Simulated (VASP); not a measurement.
# PbSe: single point with PBE

PbSe:

```
Pb Se
1.0
     5.20760    0.00000    0.00000
    -2.60380    4.50992    0.00000
     0.00000    0.00000    6.26357
Pb Se
2 2
Direct
  0.33333 0.66667 0.93514
  0.66667 0.33333 0.43514
  0.33333 0.66667 0.43986
  0.66667 0.33333 0.93986
```

```yaml
Program: VASP 6.6.1
Task: single point
Functional: PBE
Potentials_or_basis: VASP PAW PBE potentials, release 64 (Pb_d, Se)
Cutoff: 520 eV
k_mesh: 6 × 6 × 4
Occupations: fermi-dirac, width 0.02 eV
Spin: no spin polarisation
```

```json
{
 "Pressure": "0.0 GPa",
 "Band gap on the k mesh": "1.19 eV, direct"
}
```

Levels at points of the mesh, in eV from the valence-band top:
| k point | band 18 | band 19 | band 20 | band 21 | band 22 | band 23 |
| --- | --- | --- | --- | --- | --- | --- |
| (0.00, 0.00, 0.00) | -1.61 | -1.61 | -1.59 | 1.81 | 1.81 | 3.20 |
| (0.50, 0.00, 0.00) | -2.00 | -1.98 | -0.60 | 2.65 | 3.20 | 4.03 |
| (0.00, 0.00, 0.50) | -2.22 | -1.24 | -1.24 | 2.18 | 2.18 | 2.18 |
| (0.50, 0.00, 0.50) | -1.63 | -0.63 | -0.63 | 1.42 | 1.42 | 2.95 |

Wall time 52 s on 1 thread of AMD EPYC 9R45 96-Core Processor (Zen 5), on a shared host, peak memory 0.26 GiB.

Caveat: spin-orbit coupling is left out, which moves the levels of the heavy elements. A k mesh can miss the band edges.
